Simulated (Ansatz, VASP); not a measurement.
Si2Mo in VASP and in Ansatz

```
CELL_PARAMETERS angstrom
-1.62176 1.62176 3.97622
1.62176 -1.62176 3.97622
1.62176 1.62176 -3.97622
ATOMIC_POSITIONS crystal
Si 0.33506 0.33506 0.00000
Si 0.66494 0.66494 0.00000
Mo 0.00000 0.00000 0.00000
```

Change from the starting cell: mode 4 frozen in at +0.000 Å, equal normal strain along x, y and z +0.0167.

Alike in both runs: task single point; functional PBEsol; k mesh 18 × 18 × 18; occupations gaussian, width 0.15 eV; no spin polarisation.

|  | VASP | Ansatz |
| --- | --- | --- |
| version | VASP 6.6.1 | Ansatz 0.2.0 |
| potentials or method | VASP PAW PBE potentials, release 64 (Si, Mo_sv), cutoff 520 eV | scalar-relativistic, plane waves, PAW |
| valence electrons in the cell | 22 | 22 |

```tsv
	VASP	Ansatz	Ansatz less VASP
gap on the k mesh at the Fermi level (eV)	none	none	-
pressure (GPa)	-9.6	-9.9	-0.28
traceless stress, the component that is largest in VASP (GPa)	-0.86	-0.86	-0.001
rms of the force components (eV/Å)	0.052	0.054	+0.0020
```

VASP's potentials were made for PBE, not for PBEsol, and Ansatz warns of the same on its side. Atom by atom the forces differ by 0.002 eV/Å (rms over components). A gap of «none» marks a metal or a gap that the smearing closes.
